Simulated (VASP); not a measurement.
Wanted: the native input for a VASP 6.6.1 run.

```
Task                   : single point
Functional             : PBEsol
Potentials or basis    : VASP PAW PBE potentials, release 64 (Sb)
Cutoff                 : 520 eV
k mesh                 : 18 × 18 × 18
Occupations            : gaussian, width 0.1 eV
Spin                   : no spin polarisation
Dipole correction      : no
Further INCAR settings : ALGO = Normal; EDIFF = 1e-06; NBANDS = 8
```

The structure of Sb lies in POSCAR:

```
Sb
1.0
    3.0617437797      0.0000000000      0.0000000000
    0.0000000000      3.0617437797      0.0000000000
    0.0000000000      0.0000000000      3.0005089041
Sb
1
Direct
    0.0000000000      0.0000000000      0.0000000000
```

This cell differs from its parent crystal: strain along c alone, the other axes held: -2.0 %.

One way to write it, as run:

INCAR

```
SYSTEM = Sb
ALGO = Normal
EDIFF = 1E-6
ENCUT = 520
GGA = PS
ISIF = 2
ISMEAR = 0
LASPH = .True.
LCHARG = .True.
LELF = .True.
LREAL = .False.
LVHAR = .True.
LWAVE = .False.
NBANDS = 8
NELM = 100
PREC = Accurate
SIGMA = 0.1
```

KPOINTS

```
k-points
0
Gamma
  18 18 18
  0 0 0
```

Potentials or basis: VASP PAW PBE potentials, release 64 (Sb).

Launch:

```console
$ cat potpaw_PBE.64/Sb/POTCAR > POTCAR
$ mpirun -np 1 vasp_std > vasp.out
```

Results of the run:

```json
{"Pressure": "1.5 GPa"}
```

Caveat: the cell differs from its parent crystal (strain along c alone, the other axes held: -2.0 %); the PAW data sets were made with another functional, which shifts forces and pressure a little.

Run time: 21 s on 1 thread of Intel(R) Xeon(R) 6975P-C (Granite Rapids), with other jobs on the host, peak memory 0.23 GiB.
